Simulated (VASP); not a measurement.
# Si10H4Cl in VASP: notebook, part 2 of 2

VASP 6.6.1.

**3. Single point, PBEsol**

INCAR

```
PREC = Accurate
ENCUT = 520
EDIFF = 1E-6
ISMEAR = -1
SIGMA = 0.02
LREAL = Auto
LASPH = True
NELM = 80
ALGO = Normal
ISIF = 2
LWAVE = False
LCHARG = False
GGA = PS
NBANDS = 72
```

KPOINTS

```
regular mesh
0
Gamma
  2 2 1
```

POSCAR

```
Si10H4Cl
1.0
    7.6791800000      0.0000000000      0.0000000000
    0.0000000000      7.6791800000      0.0000000000
    0.0000000000      0.0000000000     19.2555000000
H Si Cl
8 20 2
Direct
    0.4093920184      0.0000000000      0.0519332139
    0.0906079816      0.0000000000      0.0519332139
    0.9093920184      0.0000000000      0.0519332139
    0.5906079816      0.0000000000      0.0519332139
    0.4093920184      0.5000000000      0.0519332139
    0.0906079816      0.5000000000      0.0519332139
    0.9093920184      0.5000000000      0.0519332139
    0.5906079816      0.5000000000      0.0519332139
    0.2500000000      0.0000000000      0.0968814105
    0.7500000000      0.0000000000      0.0968814105
    0.2500000000      0.5000000000      0.0968814105
    0.7500000000      0.5000000000      0.0968814105
    0.2500335973      0.2497286169      0.1648639609
    0.7500468800      0.2507900583      0.1628180520
    0.2499671840      0.7505593045      0.1700657994
    0.7499820293      0.7509456739      0.1678298149
   -0.0028269945      0.2459517813      0.2321913220
    0.5029055186      0.2460270498      0.2321787022
   -0.0040978334      0.7571232866      0.2411218613
    0.5040431400      0.7571256306      0.2411000493
   -0.0236530463      0.0122095067      0.3102696892
    0.5234758138      0.0122356814      0.3102008257
   -0.0200141161      0.4949422985      0.3050549194
    0.5199227001      0.4950037634      0.3050829633
    0.2499441347      0.0948846101      0.3547534471
    0.7498532395      0.0685155186      0.3915709278
    0.2499588498      0.3917754239      0.3321086962
    0.7499683560      0.3792515607      0.3735126587
    0.7500790449      0.5107955537      0.4682771156
    0.2502586214      0.1853863303      0.4599430812
```

Potentials or basis: VASP PAW PBE potentials, release 64 (H, Si, Cl).

Run with:

```bash
$ cat potpaw_PBE.64/H/POTCAR potpaw_PBE.64/Si/POTCAR potpaw_PBE.64/Cl/POTCAR > POTCAR
$ mpirun -np 1 vasp_std > vasp.out
```

Run time: 6.7 min. Hardware: 1 thread of Intel Xeon 6975P-C (Granite Rapids), shared host; peak memory 1.1 GiB.

Results (log left out):

| Quantity | Value |
| --- | --- |
| Free energy | -141.7850 eV |
| Largest force | 0.498 eV/Å |
| Band gap on the k mesh | 0.46 eV (least direct gap 0.77 eV) |

Forces in eV/Å, atoms in the order of the input:
```
H   -0.460 -0.065 -0.034
H    0.460 -0.065 -0.034
H   -0.474 -0.052 -0.069
H    0.473 -0.052 -0.069
H   -0.470  0.071 -0.023
H    0.470  0.071 -0.023
H   -0.489  0.073 -0.065
H    0.488  0.072 -0.065
Si   0.000 -0.231  0.206
Si   0.000 -0.226 -0.102
Si  -0.001  0.254  0.294
Si   0.001  0.331 -0.075
Si   0.000  0.000  0.006
Si   0.000  0.011  0.002
Si   0.000  0.002 -0.002
Si   0.001  0.000 -0.009
Si   0.009 -0.007  0.005
Si  -0.010 -0.004  0.004
Si   0.000  0.018 -0.002
Si  -0.001  0.016 -0.001
Si   0.020 -0.001  0.009
Si  -0.017 -0.001  0.014
Si  -0.018  0.026 -0.011
Si   0.020  0.024 -0.014
Si   0.001  0.009  0.122
Si   0.000 -0.012 -0.006
Si  -0.001  0.006 -0.118
Si  -0.001  0.006  0.026
Cl   0.000 -0.013 -0.036
Cl  -0.001 -0.262  0.070
```

Levels at points of the mesh, in eV from the valence-band top:
| k point | band 48 | band 49 | band 50 | band 51 | band 52 | band 53 | band 54 | band 55 |
| --- | --- | --- | --- | --- | --- | --- | --- | --- |
| (0.00, 0.00, 0.00) | -0.81 | -0.59 | -0.40 | -0.37 | 0.46 | 1.14 | 1.37 | 1.45 |
| (0.50, 0.00, 0.00) | -0.87 | -0.69 | -0.66 | -0.16 | 1.06 | 1.61 | 1.85 | 2.07 |
| (0.00, 0.50, 0.00) | -1.10 | -0.49 | -0.27 | -0.18 | 0.59 | 1.60 | 1.60 | 1.78 |
| (0.50, 0.50, 0.00) | -1.29 | -1.03 | -0.75 | 0.00 | 1.18 | 1.93 | 2.05 | 2.17 |

Caveat: there is no dipole correction, which matters where the two faces differ; the PAW data sets were made with another functional, which shifts forces and pressure a little.

**4. Single point, PBEsol**

INCAR: that of step 3 with these lines changed.

```diff
@@ -2,3 +2,3 @@
 ENCUT = 520
-EDIFF = 1E-6
+EDIFF = 1E-7
 ISMEAR = -1
@@ -7,3 +7,3 @@
 LASPH = True
-NELM = 80
+NELM = 60
 ALGO = Normal
```

KPOINTS

```
Automatic mesh
0
Gamma
  2 2 1
```

POSCAR

```
Si10H4Cl
1.0
    7.6791800000      0.0000000000      0.0000000000
    0.0000000000      7.6791800000      0.0000000000
    0.0000000000      0.0000000000     19.2555000000
H Si Cl
8 20 2
Direct
    0.4093920184      0.0000000000      0.0519332139
    0.0906079816      0.0000000000      0.0519332139
    0.9093920184      0.0000000000      0.0519332139
    0.5906079816      0.0000000000      0.0519332139
    0.4093920184      0.5000000000      0.0519332139
    0.0906079816      0.5000000000      0.0519332139
    0.9093920184      0.5000000000      0.0519332139
    0.5906079816      0.5000000000      0.0519332139
    0.2500000000      0.0000000000      0.0968814105
    0.7500000000      0.0000000000      0.0968814105
    0.2500000000      0.5000000000      0.0968814105
    0.7500000000      0.5000000000      0.0968814105
    0.2501129027      0.2497508849      0.1647376074
    0.7501050893      0.2499989582      0.1624571161
    0.2499891916      0.7505285721      0.1703137285
    0.7499867173      0.7496099844      0.1682439303
   -0.0031817199      0.2466616227      0.2316916206
    0.5034003631      0.2467473090      0.2316935421
   -0.0037225329      0.7529944603      0.2419003921
    0.5036971395      0.7530146448      0.2419021059
   -0.0296203501      0.0107490644      0.3092736621
    0.5295629221      0.0107960746      0.3092518501
   -0.0169454291      0.4898594642      0.3062358287
    0.5167549139      0.4899244451      0.3062810626
    0.2499699187      0.0924079133      0.3443660772
    0.7499468693      0.0701248050      0.3933526525
    0.2498876182      0.3913378772      0.3456055153
    0.7499338471      0.3824314575      0.3737191971
    0.7501896036      0.5108803284      0.4694808237
    0.2500161476      0.2511609312      0.4513049778
```

Run with:

```bash
$ cat potpaw_PBE.64/H/POTCAR potpaw_PBE.64/Si/POTCAR potpaw_PBE.64/Cl/POTCAR > POTCAR
$ mpirun -np 1 vasp_std > vasp.out
```

Run time: 8 min. Hardware: 1 thread of Intel Xeon 6975P-C (Granite Rapids), shared host; peak memory 1.1 GiB.

It converged, with:

| Property | Result |
| --- | --- |
| Free energy | -141.7179 eV |
| Largest force | 0.504 eV/Å |
| Band gap on the k mesh | 0.72 eV (least direct gap 1.09 eV) |

Forces on the atoms (eV/Å):
```
H   -0.467 -0.080 -0.032
H    0.467 -0.079 -0.031
H   -0.484 -0.093 -0.068
H    0.483 -0.092 -0.068
H   -0.467  0.086 -0.021
H    0.467  0.086 -0.021
H   -0.492  0.084 -0.071
H    0.492  0.083 -0.071
Si   0.001 -0.207  0.224
Si   0.000 -0.282 -0.083
Si   0.000  0.230  0.286
Si   0.001  0.264 -0.087
Si  -0.001  0.003  0.006
Si   0.000  0.000 -0.005
Si   0.000  0.002  0.003
Si   0.000 -0.002 -0.009
Si  -0.003 -0.001  0.000
Si   0.001  0.000  0.000
Si  -0.001  0.001  0.003
Si   0.000  0.000  0.003
Si  -0.005 -0.004  0.006
Si   0.006 -0.005  0.007
Si  -0.004  0.009  0.003
Si   0.005  0.008  0.001
Si   0.000 -0.015  0.000
Si   0.000 -0.008  0.009
Si   0.001 -0.006  0.032
Si   0.000  0.015  0.022
Cl   0.000 -0.012 -0.021
Cl   0.000  0.016 -0.016
```

Levels at points of the mesh, in eV from the valence-band top:
```csv
k point,band 47,band 48,band 49,band 50,band 51,band 52,band 53,band 54,band 55,band 56
"(0.00, 0.00, 0.00)",-0.87,-0.75,-0.59,-0.40,-0.37,0.72,1.37,1.43,1.52,1.78
"(0.50, 0.00, 0.00)",-0.94,-0.84,-0.63,-0.62,-0.16,1.47,1.67,1.68,2.13,2.15
"(0.00, 0.50, 0.00)",-1.19,-0.99,-0.44,-0.26,-0.22,1.06,1.58,1.67,1.68,1.88
"(0.50, 0.50, 0.00)",-1.34,-1.30,-1.05,-0.56,0.00,1.64,1.99,1.99,2.09,2.27
```

Caveat: there is no dipole correction, which matters where the two faces differ; the PAW data sets were made with another functional, which shifts forces and pressure a little.

**5. The runs side by side**

```csv
cell,gap on the mesh (eV),largest force (eV/Å)
"as given, atomic positions A",0.26,0.49
"as given, atomic positions B",0.46,0.50
"as given, atomic positions C",0.72,0.50
```

Alike in all rows: task single point; level PBEsol; potentials or basis VASP PAW PBE potentials, release 64 (H, Si, Cl); no spin polarisation; k mesh 2 × 2 × 1; cutoff (eV) 520; smearing fermi-dirac 0.02 eV.

Caveats: there is no dipole correction, which matters where the two faces differ; the PAW data sets were made with another functional, which shifts forces and pressure a little.

Total energies depend on the potentials used, so only differences within one code and one set of settings carry meaning.
